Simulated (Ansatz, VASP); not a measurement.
One calculation of Ca2AlO, two programs

```
CELL_PARAMETERS angstrom
1.74800 1.00921 6.29005
-1.74800 1.00921 6.29005
0.00000 -2.01842 6.29005
ATOMIC_POSITIONS crystal
Ca 0.26389 0.26389 0.26389
Ca 0.73611 0.73611 0.73611
Al 0.00000 0.00000 0.00000
O 0.50000 0.50000 0.50000
```

Change from the starting cell: species swapped into the NaVSe2 type (R-3m, No. 166).

Alike in both runs: task single point; functional PBE; k mesh 6 × 6 × 6; occupations gaussian, width 0.1 eV; collinear spin.

|  | VASP | Ansatz |
| --- | --- | --- |
| version | VASP 6.6.1 | Ansatz 0.2.0 |
| potentials or method | VASP PAW PBE potentials, release 64 (Ca_sv, Al, O), cutoff 520 eV | scalar-relativistic, plane waves, PAW |
| valence electrons in the cell | 29 | 29 |

VASP gave:

* gap on the k mesh at the Fermi level (eV): none
* rms of the force components (eV/Å): 4.163
* net moment per atom (μB): 0.00

Question: Which values does Ansatz return?

Answer: gap on the k mesh at the Fermi level (eV): none; rms of the force components (eV/Å): 4.155; net moment per atom (μB): 0.00.

Atom by atom the forces differ by 0.009 eV/Å (rms over components). A gap of «none» marks a metal or a gap that the smearing closes. Ansatz's warnings: seeded moment not kept.
